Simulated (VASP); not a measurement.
# Cr (Fd-3m) in VASP: single point with PBE

Aim: the single point of Cr with PBE.

Program: VASP 6.6.1. These are calculated values, not measurements. Logs are shortened: lines on timing, memory, paths and dates and some standing lists are left out, and cuts for length are marked.

**1. The cell of the first run**

It takes space group Fd-3m (No. 227, cubic). Conventional cell: a = 3.908 Å, b = 3.908 Å, c = 3.908 Å, α = 90.00°, β = 90.00°, γ = 90.00°. Cr (site symmetry -43m) has 4 Cr at 1.69 Å within 2.2 Å.

This isn't the form of Cr at room conditions, which is bcc.

**2. Single point, PBE, collinear spin, ferromagnetic start**

INCAR

```
PREC = Accurate ; ENCUT = 700
EDIFF = 1E-6 ; ISMEAR = -1
SIGMA = 0.1 ; LREAL = F
LASPH = T ; NELM = 200
ALGO = Normal ; ISIF = 2
LWAVE = F ; LCHARG = F
ISPIN = 2 ; MAGMOM = 2 2
LORBIT = 11 ; LMAXMIX = 4
GGA = PE ; NBANDS = 25
GGA_COMPAT = F
```

KPOINTS

```
regular mesh
0
Gamma
  16 16 16
```

POSCAR

```
Cr
1.0
    0.0000000000      1.9540993307      1.9540993307
    1.9540993307      0.0000000000      1.9540993307
    1.9540993307      1.9540993307      0.0000000000
Cr
2
Direct
   -0.1250000000     -0.1250000000     -0.1250000000
    0.1250000000      0.1250000000      0.1250000000
```

Potentials or basis: VASP PAW PBE potentials, release 64 (Cr_sv).

Run with:

```
> cat potpaw_PBE.64/Cr_sv/POTCAR > POTCAR
> mpirun -np 1 vasp_std > vasp.out
```

OUTCAR:

```text
PREC = Accurate
   ENCUT = 700
   EDIFF = 1E-6
   ISMEAR = -1
   LREAL = F
   LASPH = T
   NELM = 200
   ISIF = 2
   ISPIN = 2
   LORBIT = 11
   GGA = PE

 ion  position               nearest neighbor table
   1  0.875  0.875  0.875-   2 1.69   2 1.69   2 1.69   2 1.69
   2  0.125  0.125  0.125-   1 1.69   1 1.69   1 1.69   1 1.69

  LATTYP: Found a face centered cubic cell.
 ALAT       =     3.9081986614

  Lattice vectors:

 A1 = (   0.0000000000,   1.9540993307,   1.9540993307)
 A2 = (   1.9540993307,   0.0000000000,   1.9540993307)
 A3 = (   1.9540993307,   1.9540993307,   0.0000000000)

Analysis of symmetry for initial positions (statically):
=====================================================================
 Subroutine PRICEL returns:
 Original cell was already a primitive cell.

 Routine SETGRP: Setting up the symmetry group for a
 face centered cubic supercell.

 Subroutine GETGRP returns: Found 48 space group operations
 (whereof 12 operations were pure point group operations)
 out of a pool of 48 trial point group operations.

The static configuration has the point symmetry D_3d.
 The point group associated with its full space group is O_h .

Analysis of symmetry for dynamics (positions and initial velocities):
=====================================================================
 Subroutine PRICEL returns:
 Original cell was already a primitive cell.

 Routine SETGRP: Setting up the symmetry group for a
 face centered cubic supercell.

 Subroutine GETGRP returns: Found 48 space group operations
 (whereof 12 operations were pure point group operations)
 out of a pool of 48 trial point group operations.

The dynamic configuration has the point symmetry D_3d.
 The point group associated with its full space group is O_h .

Analysis of structural, dynamic, and magnetic symmetry:
=====================================================================
 Subroutine PRICEL returns:
 Original cell was already a primitive cell.

 Routine SETGRP: Setting up the symmetry group for a
 face centered cubic supercell.

 Subroutine GETGRP returns: Found 48 space group operations
 (whereof 12 operations were pure point group operations)
 out of a pool of 48 trial point group operations.

The overall configuration has the point symmetry D_3d.
 The point group associated with its full space group is O_h .

 Subroutine INISYM returns: Found 48 space group operations
 (whereof 12 operations are pure point group operations),
 and found     1 'primitive' translations

----------------------------------------------------------------------------------------

                                     Primitive cell

  volume of cell :      14.9235

  direct lattice vectors                    reciprocal lattice vectors
     0.000000000  1.954099331  1.954099331    -0.255872356  0.255872356  0.255872356
     1.954099331  0.000000000  1.954099331     0.255872356 -0.255872356  0.255872356
     1.954099331  1.954099331  0.000000000     0.255872356  0.255872356 -0.255872356

  length of vectors
     2.763513776  2.763513776  2.763513776     0.443183921  0.443183921  0.443183921

  position of ions in fractional coordinates (direct lattice)
     0.875000000  0.875000000  0.875000000
     0.125000000  0.125000000  0.125000000

  ion indices of the primitive-cell ions
   primitive index   ion index
                 1           1
                 2           2

----------------------------------------------------------------------------------------

 KPOINTS: regular mesh

Automatic generation of k-mesh.
 Grid dimensions read from file:
 generate k-points for:   16   16   16

 Generating k-lattice:

  Cartesian coordinates                     Fractional coordinates (reciprocal lattice)
    -0.015992022  0.015992022  0.015992022     0.062500000  0.000000000  0.000000000
     0.015992022 -0.015992022  0.015992022     0.000000000  0.062500000  0.000000000
     0.015992022  0.015992022 -0.015992022     0.000000000  0.000000000  0.062500000

  Length of vectors
     0.027698995  0.027698995  0.027698995

  Shift w.r.t. Gamma in fractional coordinates (k-lattice)
     0.000000000  0.000000000  0.000000000

 Subroutine IBZKPT returns following result:
 ===========================================

 Found    145 irreducible k-points:

 Following reciprocal coordinates:
            Coordinates               Weight
  0.000000  0.000000  0.000000      1.000000
  0.062500  0.000000  0.000000      8.000000
  0.125000  0.000000  0.000000      8.000000
  0.187500  0.000000  0.000000      8.000000
  0.250000  0.000000  0.000000      8.000000
  0.312500  0.000000  0.000000      8.000000
[... 16 lines left out ...]
 -0.125000  0.062500  0.000000     24.000000
 -0.062500  0.062500  0.000000     12.000000
 [... further k-points ...]
   k-points           NKPTS =    145   k-points in BZ     NKDIM =    145   number of bands    NBANDS=     25
   number of dos      NEDOS =    301   number of ions     NIONS =      2
   total plane-waves  NPLWV =  13824
   dimension x,y,z NGX =    24 NGY =   24 NGZ =   24
   dimension x,y,z NGXF=    48 NGYF=   48 NGZF=   48
   ions per type =               2
   NGX,Y,Z   is equivalent  to a cutoff of  14.44, 14.44, 14.44 a.u.
   NGXF,Y,Z  is equivalent  to a cutoff of  28.88, 28.88, 28.88 a.u.
 SYSTEM =  unknown system
   PREC   = accura    normal or accurate (medium, high low for compatibility)
   ISTART =      0    job   : 0-new  1-cont  2-samecut
   ICHARG =      2    charge: 1-file 2-atom 10-const
   ISPIN  =      2    spin polarized calculation?
   LNONCOLLINEAR =      F non collinear calculations
   LSORBIT =      F    spin-orbit coupling
   LASPH  =      T    aspherical Exc in radial PAW
   ENCUT  =  700.0 eV  51.45 Ry    7.17 a.u.   5.96  5.96  5.96*2*pi/ulx,y,z
   NELM   =    200;   NELMIN=  2; NELMDL= -5     # of ELM steps
   EDIFF  = 0.1E-05   stopping-criterion for ELM
   LREAL  =      F    real-space projection
   EDIFFG = 0.1E-04   stopping-criterion for IOM
   NSW    =      0    number of steps for IOM
   IBRION =     -1    ionic relax: 0-MD 1-quasi-New 2-CG
   NFREE  =      0    steps in history (QN), initial steepest desc. (CG)
   ISIF   =      2    stress and relaxation
   ISYM   =      2    0-nonsym 1-usesym 2-fastsym
   POTIM  = 0.5000    time-step for ionic-motion
   TEBEG  =    0.0;   TEEND  =   0.0 temperature during run
   PSTRESS=    0.0 pullay stress
   NELECT =      28.0000    total number of electrons
   NUPDOWN=      -1.0000    fix difference up-down
   EMIN   =  10.00;   EMAX   =-10.00  energy-range for DOS
   EFERMI =   0.00;   METHOD = LEGACY
   ISMEAR =    -1;   SIGMA  =   0.10  broadening in eV -4-tet -1-fermi 0-gaus
   EFERMI_NEDOS =   21; number of points for ismear=-14 and -15
   IALGO  =     38    algorithm
   IMIX   =      4    mixing-type and parameters
     AMIX     =   0.40;   BMIX     =  1.00
     AMIX_MAG =   1.60;   BMIX_MAG =  1.00
  volume/ion in A,a.u.               =       7.46        50.35
  Fermi-wavevector in a.u.,A,eV,Ry     =   2.019161  3.815660 55.471085  4.077010
  Thomas-Fermi vector in A             =   3.029977
   LORBIT       =     11    0 simple, 1 ext, 2 COOP (PROOUT), +10 PAW based schemes
   GGA     = PE    functional components
   LHFCALC =     F    Hartree Fock is set to
   AEXX    =    0.0000 exact exchange contribution
   IVDW    =     0    specifies the selected vdW correction
   LEPSILON=     F    determine dielectric tensor
   LRPA    =     F    only Hartree local field effects (RPA)
 spin polarized calculation
  energy-cutoff  :      700.00
  volume of cell :       14.92
 maximum number of plane-waves:       639
   NGX = 11   NGY = 11   NGZ = 11

 number of electron      27.9999992 magnetization       0.0024624

 number of electron      27.9999992 magnetization      -0.0001641

 Free energy of the ion-electron system (eV)
  ---------------------------------------------------
  ext. energy  EPLUGINS =         0.00000000
  ---------------------------------------------------
  free energy    TOTEN  =        -3.17952309 eV

  energy without entropy =       -3.12537112  energy(sigma->0) =       -3.15244710

 E-fermi :  23.3392     XC(G=0): -15.9949

 val. band max:       23.3346412142   @ k =  -0.4375   0.3750   0.0000
 cond. band min:      23.3656466790   @ k =  -0.1250   0.1875   0.0625
 fundamental gap:      0.0310054648
 Fermi energy:        23.3391826765

 spin component 1

 k-point     1 :       0.0000    0.0000    0.0000
  band No.  band energies     occupation
      1     -51.7475      1.00000
      2     -45.8973      1.00000
      3     -22.8601      1.00000
      4     -22.8601      1.00000
      5     -22.8601      1.00000
      6     -18.4450      1.00000
[... 17 lines left out ...]
     24      50.0938      0.00000
     25      50.0938      0.00000
[... 621 lines left out ...]
      3     -23.0075      1.00000
      4     -22.9127      1.00000
      5     -22.8309      1.00000
      6     -18.4190      1.00000
[... 17 lines left out ...]
     24      49.0638      0.00000
     25      49.7290      0.00000

 [... further k-points ...]

 spin component 2

 k-point     1 :       0.0000    0.0000    0.0000
  band No.  band energies     occupation
      1     -51.7476      1.00000
      2     -45.8975      1.00000
      3     -22.8602      1.00000
      4     -22.8602      1.00000
      5     -22.8602      1.00000
      6     -18.4451      1.00000
[... 17 lines left out ...]
     24      50.0937      0.00000
     25      50.0938      0.00000
[... 621 lines left out ...]
      3     -23.0076      1.00000
      4     -22.9128      1.00000
      5     -22.8311      1.00000
      6     -18.4192      1.00000
[... 17 lines left out ...]
     24      49.0638      0.00000
     25      49.7534      0.00000

 [... further k-points ...]
[... 5 lines left out ...]
  --------------------------------------------------------------------------------------
  -------------------------------------------------------------------------------------
  Total       39.3588365     39.3588365     39.3588365     -0.0000000      0.0000000      0.0000000
  in kB     4225.5469359   4225.5469359   4225.5469359     -0.0000000      0.0000000      0.0000000
  external PRESSURE =    4225.5469359 kB  Pullay stress =       0.0000000 kB

 VOLUME and BASIS-vectors are now :
 -----------------------------------------------------------------------------
  energy-cutoff  :      700.00
  volume of cell :       14.92
      direct lattice vectors                 reciprocal lattice vectors
     0.000000000  1.954099331  1.954099331    -0.255872356  0.255872356  0.255872356
     1.954099331  0.000000000  1.954099331     0.255872356 -0.255872356  0.255872356
     1.954099331  1.954099331  0.000000000     0.255872356  0.255872356 -0.255872356

 POSITION                                       TOTAL-FORCE (eV/Angst)
 -----------------------------------------------------------------------------------
      3.41967      3.41967      3.41967        -0.000000      0.000000      0.000000
      0.48852      0.48852      0.48852         0.000000     -0.000000     -0.000000
 -----------------------------------------------------------------------------------
    total drift:                                0.000000      0.000000      0.000000

  FREE ENERGIE OF THE ION-ELECTRON SYSTEM (eV)
  ---------------------------------------------------
  free  energy   TOTEN  =        -3.1795230862 eV

  energy  without entropy=       -3.1253711174  energy(sigma->0) =       -3.15244710

 total charge

# of ion       s       p       d       tot
------------------------------------------
    1        2.278   6.059   4.992  13.329
    2        2.278   6.059   4.992  13.329
--------------------------------------------------
tot          4.556  12.118   9.983  26.658

 magnetization (x)

# of ion       s       p       d       tot
------------------------------------------
    1       -0.000  -0.000  -0.000  -0.000
    2       -0.000  -0.000  -0.000  -0.000
--------------------------------------------------
tot         -0.000  -0.000  -0.000  -0.000
```

Run time: 86 s. Hardware: 1 thread of Intel Xeon Platinum 8488C (Sapphire Rapids), shared host; peak memory 0.23 GiB.

Results:

* Free energy: -3.1795 eV
* Pressure: 422.6 GPa
* Band gap on the k mesh: zero (filled and empty bands overlap)
* Net moment: 0.00 μB per cell
* Valence electrons inside the program's atomic spheres: Cr 13.33

Caveat: atoms lie so close that the PAW spheres overlap strongly, which falsifies energies and pressures; the cell stands under pressure; the moments typed at the start vanished in this run.

The gap in the log of VASP goes by the Fermi energy; the results here count the filled bands.